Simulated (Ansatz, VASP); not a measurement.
Ge2Se3: VASP beside Ansatz

```
CELL_PARAMETERS angstrom
0.00000 6.69188 0.00000
5.81132 -3.34594 0.00000
3.80262 0.00000 -6.28631
ATOMIC_POSITIONS crystal
Ge 0.44447 0.08426 0.87488
Ge 0.63979 0.08426 0.37488
Ge 0.13232 0.40052 0.88441
Ge 0.26820 0.40052 0.38441
Se 0.08110 0.99000 0.01620
Se 0.90890 0.99000 0.51620
Se 0.24530 0.67560 0.50010
Se 0.43030 0.67560 0.00010
Se 0.75810 0.34820 0.99160
Se 0.59010 0.34820 0.49160
```

Alike in both runs: task single point; functional PBE; k mesh 6 × 6 × 4; no spin polarisation.

|  | VASP | Ansatz |
| --- | --- | --- |
| version | VASP 6.6.1 | Ansatz 0.2.0 |
| potentials or method | VASP PAW PBE potentials, release 64 (Ge_d, Se), cutoff 520 eV | PAW plane waves |
| occupations | fermi-dirac, width 0.1 eV | fermi-dirac |
| valence electrons in the cell | 92 | 152 |

|  | VASP | Ansatz | Ansatz less VASP |
| --- | --- | --- | --- |
| pressure (GPa) | 12.7 | 12.6 | -0.09 |
| traceless stress, the component that is largest in VASP (GPa) | 0.57 | 0.56 | -0.005 |
| rms of the force components (eV/Å) | 0.696 | 0.691 | -0.0058 |

Atom by atom the forces differ by 0.006 eV/Å (rms over components). VASP's potentials hold 92 valence electrons a cell and Ansatz's 152, so a difference there can come from the potentials and not from the codes.
